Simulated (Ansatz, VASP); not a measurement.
**Ca: VASP beside Ansatz**

File INCAR:

```
PREC     = Accurate       # precision mode
ENCUT    = 520            # plane-wave cutoff, eV
EDIFF    = 1E-6           # SCF threshold, eV
ISMEAR   = -1             # smearing method
SIGMA    = 0.1            # smearing width, eV
LREAL    = False          # projectors in reciprocal space
LASPH    = True           # aspherical terms in the spheres
NELM     = 60             # most SCF steps
ALGO     = Normal         # electronic algorithm
ISIF     = 2              # what is computed and relaxed
LWAVE    = False          # write WAVECAR
LCHARG   = True           # write CHGCAR
GGA      = RP             # functional
LELF     = True           # ELF
LVHAR    = True         
NBANDS   = 22             # bands
```

File KPOINTS:

```
regular mesh
0
Gamma
  7 7 9
```

POSCAR

```
Ca
1.0
    6.3006739503      0.0000000000      0.0000000000
   -3.1503369751      5.4565437019      0.0000000000
    0.0000000000      0.0000000000      3.7683524808
Ca
3
Direct
    0.0000000000      0.0000000000      0.0000000000
    0.3333333333      0.6666666667      0.5000000000
    0.6666666667      0.3333333333      0.5000000000
```

Input for Ansatz:

```yaml
crystal:
  lattice:
    - [6.3006739503, 0.0, 0.0]
    - [-3.1503369751, 5.4565437019, 0.0]
    - [0.0, 0.0, 3.7683524808]
  atoms:
    - { symbol: Ca, position: [0.0, 0.0, 0.0] }
    - { symbol: Ca, position: [0.3333333333, 0.6666666667, 0.5] }
    - { symbol: Ca, position: [0.6666666667, 0.3333333333, 0.5] }
hamiltonian:
  xc: rpbe
  pseudopotentials:
    kind: paw
    azcp:
      Ca: "pseudopotentials/Ca.paw.azcp"
basis:
  ecutwfc: 420
  fft_grid_basis: typed
kpoints:
  mp_grid: { grid: [7, 7, 9], shift: [0, 0, 0] }
magnetization:
  spin_polarized: false
scf:
  occupations: { method: fermi_dirac, width: 0.1 }
  lower_state_search: "off"
output:
  stress: true
```

Alike in both runs: task single point; functional RPBE; k mesh 7 × 7 × 9; occupations fermi-dirac, width 0.1 eV; no spin polarisation.

```csv
,VASP,Ansatz
version,VASP 6.6.1,Ansatz 0.2.0
potentials or method,"VASP PAW PBE potentials, release 64 (Ca_sv), cutoff 520 eV","plane waves (420 eV) with PAW, scalar-relativistic"
valence electrons in the cell,30,30
```

```csv
,VASP,Ansatz,Ansatz less VASP
pressure (GPa),0.7,0.7,-0.01
"traceless stress, the component that is largest in VASP (GPa)",-0.09,-0.09,+0.001
```

VASP's potentials were made for PBE, not for RPBE.
